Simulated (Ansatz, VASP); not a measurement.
# One calculation of Ge, two programs

```
Ge
1.0
     0.00000    2.81094    2.81094
     2.81094    0.00000    2.81094
     2.81094    2.81094    0.00000
Ge
2
Cartesian
  0.0000 0.0000 0.0000
  1.4055 1.4055 1.4055
```

Alike in both runs: functional LDA; k mesh 12 × 12 × 12; occupations gaussian, width 0.1 eV; no spin polarisation.

Ansatz relaxed the structure, and its values are those at the end. VASP's run is a single point on that final structure, the one shown.

```csv
,VASP,Ansatz
version,VASP 6.6.1,Ansatz 0.2.0
potentials or method,"VASP PAW LDA potentials, release 64 (Ge_d), cutoff 500 eV","scalar-relativistic, plane waves, PAW"
valence electrons in the cell,28,28
```

```tsv
	VASP	Ansatz	Ansatz less VASP
gap on the k mesh at the Fermi level (eV)	none	none	-
pressure (GPa)	0.1	0.0	-0.14
```

LDA's correlation is that of Perdew and Zunger in VASP and of Perdew and Wang (1992) in Ansatz. A gap of «none» marks a metal or a gap that the smearing closes.
